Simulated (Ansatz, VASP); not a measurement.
# One calculation of CoO, two programs

The input INCAR:

```
SYSTEM = CoO
PREC = Accurate
ENCUT = 520
EDIFF = 1E-6
ISMEAR = -1
SIGMA = 0.05
LREAL = .False.
LASPH = .True.
NELM = 150
ALGO = Normal
ISIF = 2
LWAVE = .False.
LCHARG = .True.
ISPIN = 2
MAGMOM = 2 2 0 0
LORBIT = 11
LMAXMIX = 4
LELF = .True.
LVHAR = .True.
NBANDS = 27
```

Contents of KPOINTS:

```
regular mesh
0
Gamma
  10 10 5
  0 0 0
```

The input POSCAR:

```
CoO
1.0
    3.1323693509      0.0000000000      0.0000000000
   -1.5661846755      2.7127114320      0.0000000000
    0.0000000000      0.0000000000      5.1219713984
Co O
2 2
Direct
    0.3333333333      0.6666666667      0.5033624100
    0.0000000000      0.0000000000      0.0034741400
    0.3333333333      0.6666666667      0.8715556000
    0.0000000000      0.0000000000      0.3716088500
```

input.yaml

```yaml
crystal:
  lattice:
    - [3.1323693509, 0.0, 0.0]
    - [-1.5661846755, 2.712711432, 0.0]
    - [0.0, 0.0, 5.1219713984]
  atoms:
    - { symbol: Co, position: [0.3333333333, 0.6666666667, 0.50336241], spin: 2.0 }
    - { symbol: Co, position: [0.0, 0.0, 0.00347414], spin: 2.0 }
    - { symbol: O, position: [0.3333333333, 0.6666666667, 0.8715556] }
    - { symbol: O, position: [0.0, 0.0, 0.37160885] }
hamiltonian:
  xc: lda
  pseudopotentials: { kind: paw }
magnetization:
  spin_polarized: true
kpoints:
  mp_grid: { grid: [10, 10, 5] }
scf:
  occupations: { method: fermi_dirac, width: 0.05 }
output:
  forces: true
  stress: true
  eigenvalues: true
```

Alike in both runs: task single point; functional LDA; k mesh 10 × 10 × 5; occupations fermi-dirac, width 0.05 eV; collinear spin.

```csv
,VASP,Ansatz
version,VASP 6.6.1,Ansatz 0.2.0
potentials or method,"VASP PAW LDA potentials, release 64 (Co, O)",Ansatz PAW
plane-wave cutoff (eV),520,420
valence electrons in the cell,30,46
```

VASP gave:

| Quantity | Value |
| --- | --- |
| gap on the k mesh at the Fermi level (eV) | none |
| pressure (GPa) | -14.2 |
| traceless stress, the component that is largest in VASP (GPa) | 5.71 |
| rms of the force components (eV/Å) | 0.088 |
| net moment per atom (μB) | 0.96 |
| size of the moment on the site where the two differ most (μB) | 1.67 |

Task: What did Ansatz give for the same quantities?

Result: gap on the k mesh at the Fermi level (eV): none; pressure (GPa): -11.7; traceless stress, the component that is largest in VASP (GPa): 3.05; rms of the force components (eV/Å): 0.016; net moment per atom (μB): 0.00; size of the moment on the site where the two differ most (μB): 1.80.

The net moments are unlike, so the other rows may belong to different states. LDA's correlation is that of Perdew and Zunger in VASP and of Perdew and Wang (1992) in Ansatz. Site moments also hang on the region over which each program counts them. Atom by atom the forces differ by 0.071 eV/Å (rms over components). A gap of «none» marks a metal or a gap that the smearing closes. VASP's potentials hold 30 valence electrons a cell and Ansatz's 46, so a difference there can come from the potentials and not from the codes.
